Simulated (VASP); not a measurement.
Wanted: the native input for a VASP 6.6.1 run.

* Task: single point
* Functional: PBE
* Potentials or basis: VASP PAW PBE potentials, release 64 (Si, O)
* Cutoff: 520 eV
* k mesh: 4 × 4 × 4
* Occupations: gaussian, width 0.05 eV
* Spin: no spin polarisation
* Dipole correction: no
* Further INCAR settings: ALGO = Normal; EDIFF = 1e-07; NBANDS = 40

The structure of Si4O7 (a cell with a defect) lies in POSCAR:

```
Si4O7
1.0
    5.0799801732      0.0000000000      0.0000000000
    0.0000000000      5.0799801732      0.0000000000
    0.0000000000      0.0000000000      7.0914769300
Si O
4 7
Direct
    0.2944292339      0.2944292339      0.0000000000
    0.2055707661      0.7944292339      0.2500000000
    0.7055707661      0.7055707661      0.5000000000
    0.7944292339      0.2055707661      0.7500000000
    0.4053663613      0.7409644515      0.4248320116
    0.7590355485      0.9053663613      0.6748320116
    0.5946336387      0.2590355485      0.9248320116
    0.7409644515      0.4053663613      0.5751679884
    0.9053663613      0.7590355485      0.3251679884
    0.2590355485      0.5946336387      0.0751679884
    0.0946336387      0.2409644515      0.8251679884
```

This cell differs from its parent crystal: atom 9 moved 0.000 of the way to it and +0.000 Å across, host rigid.

These files were run (other wordings do the same):

INCAR

```
PREC = Accurate
ENCUT = 520
EDIFF = 1E-7
ISMEAR = 0
SIGMA = 0.05
LREAL = F
LASPH = T
NELM = 100
ALGO = Normal
ISIF = 2
LWAVE = F
LCHARG = T
GGA = PE
LELF = T
LVHAR = T
NBANDS = 40
```

KPOINTS

```
Automatic mesh
0
Gamma
  4 4 4
```

Potentials or basis: VASP PAW PBE potentials, release 64 (Si, O).

Run with:

```sh
$ cat potpaw_PBE.64/Si/POTCAR potpaw_PBE.64/O/POTCAR > POTCAR
$ mpirun -np 1 vasp_std > vasp.out
```

Results of the run:

```
Pressure               : -0.6 GPa
Largest force          : 2.748 eV/Å
Band gap on the k mesh : 2.60 eV
```

Caveat: the cell differs from its parent crystal (atom 9 moved 0.000 of the way to it and +0.000 Å across, host rigid).

It took 2.3 min on 1 thread of Intel(R) Xeon(R) 6975P-C (Granite Rapids), with other jobs on the host, peak memory 0.38 GiB.
